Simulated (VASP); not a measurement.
A run of VASP 6.6.1:

The input INCAR:

```
SYSTEM = KF
  PREC = Accurate
  ENCUT = 520
  EDIFF = 1E-7
  ISMEAR = 0
  SIGMA = 0.05
  LREAL = .False.
  LASPH = .True.
  NELM = 100
  ALGO = Normal
  ISIF = 2
  LWAVE = .False.
  LCHARG = .True.
  GGA = PS
  LELF = .True.
  LVHAR = .True.
  NBANDS = 15
```

KPOINTS

```
regular mesh
0
Gamma
  8 8 8
  0 0 0
```

Contents of POSCAR:

```
KF
1.0
    3.4488457302      0.8622114326      0.8622114326
    0.8622114326      3.4488457302      0.8622114326
    0.8622114326      0.8622114326      3.4488457302
K F
1 1
Direct
    0.0000000000      0.0000000000      0.0000000000
    0.5000000000      0.5000000000      0.5000000000
```

Potentials or basis: VASP PAW PBE potentials, release 64 (K_sv, F).

The run is started by

```sh
$ cat potpaw_PBE.64/K_sv/POTCAR potpaw_PBE.64/F/POTCAR > POTCAR
$ mpirun -np 1 vasp_std > vasp.out
```

Hardware: 1 thread of Intel Xeon 8259CL, with other jobs on the host.

Question: Estimate the wall time of this run.

Answer: Run time: 28 s on 1 thread of Intel Xeon 8259CL, on a shared host, peak memory 0.16 GiB. Counts: scf iterations 14, k points 29.
